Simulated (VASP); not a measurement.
Runs of VASP 6.6.1 on SnO2. The structure is that of space group R-3m (No. 166), or close to it. The cells are those of the table. 

```tsv
cell	gap on the mesh (eV)	pressure (GPa)	largest force (eV/Å)
a = 5.289 Å, angles 35.0°, 3 atoms	2.76	-3.3	0.72
a = 5.969 Å, angles 28.7°, 3 atoms	3.63	9.7	1.80
a = 5.041 Å, angles 38.0°, 3 atoms	(c)	(b)	0.43
a = 4.600 Å, angles 44.5°, 3 atoms	0.72	(d)	(a)
```

Alike in all rows: task single point; level r2SCAN; potentials or basis VASP PAW PBE potentials, release 64 (Sn_d, O); no spin polarisation; k mesh 12 × 12 × 12; cutoff (eV) 520; smearing gaussian 0.05 eV.

Question: Fill in the values left out.

Answer: (a) 0.07; (b) -8.7; (c) 2.13; (d) -18.4.

Caveats: the PAW data sets were made with another functional, which shifts forces and pressure a little; spin-orbit coupling is left out, which moves the levels of the heavy elements.

A k mesh can miss the band edges, and the runs leave out spin-orbit coupling on Sn.
